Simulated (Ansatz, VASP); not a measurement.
One calculation of WS2, two programs

```
W S
1.0
     1.57900    0.91164    6.16333
    -1.57900    0.91164    6.16333
     0.00000   -1.82327    6.16333
W S
1 2
Direct
  0.00000 0.00000 0.00000
  0.58100 0.58100 0.58100
  0.75030 0.75030 0.75030
```

Alike in both runs: task single point; functional PBE; k mesh 10 × 10 × 10; occupations fermi-dirac, width 0.05 eV; no spin polarisation.

|  | VASP | Ansatz |
| --- | --- | --- |
| version | VASP 6.6.1 | Ansatz 0.2.0 |
| potentials or method | VASP PAW PBE potentials, release 64 (W_sv, S), cutoff 520 eV | all-electron LAPW, scalar-relativistic |

Ansatz gave:

| Item | Value |
| --- | --- |
| gap on the k mesh at the Fermi level (eV) | 1.07 |
| least direct gap on the mesh (eV) | 2.24 |
| pressure (GPa) | 4.6 |
| traceless stress, the component that is largest in VASP (GPa) | 0.34 |
| rms of the force components (eV/Å) | 0.268 |

What did VASP give for the same quantities?

gap on the k mesh at the Fermi level (eV): 1.08; least direct gap on the mesh (eV): 2.24; pressure (GPa): 4.5; traceless stress, the component that is largest in VASP (GPa): 0.34; rms of the force components (eV/Å): 0.267.

Atom by atom the forces differ by 0.000 eV/Å (rms over components). Ansatz ran all-electron here, and VASP with PAW potentials.

Neither program's run includes spin-orbit coupling.
